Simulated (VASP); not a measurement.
MnPt2:

```
Mn Pt
1.0
     2.85840    0.00000    0.00000
    -1.42920    2.47545    0.00000
     0.00000    0.00000    6.53250
Mn Pt
1 2
Direct
  0.00000 0.00000 0.00000
  0.33333 0.66667 0.68379
  0.66667 0.33333 0.31621
```

Base run:

| Quantity | Value |
| --- | --- |
| Program | VASP 6.6.1 |
| Functional | PBEsol |
| Potentials or basis | VASP PAW PBE potentials, release 64 (Mn_pv, Pt) |
| Cutoff | 500 eV |
| k mesh | 18 × 18 × 8 |
| Occupations | gaussian, width 0.1 eV |
| Spin | collinear spin, ferromagnetic start |
| Starting moments | [4.1, 0.37, 0.37] μB |

Its results: pressure -9.2 GPa; net moment 4.53 μB per cell; site moments Mn +3.74; Pt +0.30 μB; largest force 0.032 eV/Å.

Question: The run is repeated on the same cell with these changes: k mesh from 18 × 18 × 8 to 6 × 6 × 4; moments at the start from [4.1, 0.37, 0.37] to [4.0, 1.0, 1.0]. What comes out?

Answer: Pressure -9.6 GPa; net moment 4.60 μB per cell; site moments Mn +3.75; Pt +0.33 μB; largest force 0.024 eV/Å.

Caveats: some runs use coarse meshes; the PAW data sets were made with another functional, which shifts forces and pressure a little.
